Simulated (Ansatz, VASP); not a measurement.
**Two plane-wave programs on CdS**

```xyz
2
Lattice="0.0000 2.7269 2.7269 2.7269 0.0000 2.7269 2.7269 2.7269 0.0000" Properties=species:S:1:pos:R:3 pbc="T T T"
Cd    0.0579    0.0116    0.0000
S     2.5239    2.6863    2.7269
```

Change from the starting cell: mode 4 frozen in at -0.203 Å and mode 5 at -0.041 Å (largest displacements).

Alike in both runs: task single point; functional r2SCAN; k mesh 8 × 8 × 8; occupations gaussian, width 0.05 eV; no spin polarisation.

```csv
,VASP,Ansatz
version,VASP 6.6.1,Ansatz 0.2.0
potentials or method,"VASP PAW PBE potentials, release 64 (Cd, S), cutoff 520 eV","scalar-relativistic, plane waves, PAW"
valence electrons in the cell,18,26
```

|  | VASP | Ansatz | Ansatz less VASP |
| --- | --- | --- | --- |
| gap on the k mesh at the Fermi level (eV) | 0.86 | 0.89 | +0.026 |
| least direct gap on the mesh (eV) | 2.26 | 2.29 | +0.033 |
| pressure (GPa) | 2.7 | 2.2 | -0.51 |
| traceless stress, the component that is largest in VASP (GPa) | 4.96 | 4.84 | -0.118 |
| rms of the force components (eV/Å) | 0.456 | 0.440 | -0.0159 |

VASP's potentials were made for PBE, not for r2SCAN. Atom by atom the forces differ by 0.016 eV/Å (rms over components). With one functional, cell and mesh, what is left measures potentials, basis and numerics. VASP's potentials hold 18 valence electrons a cell and Ansatz's 26, so a difference there can come from the potentials and not from the codes.
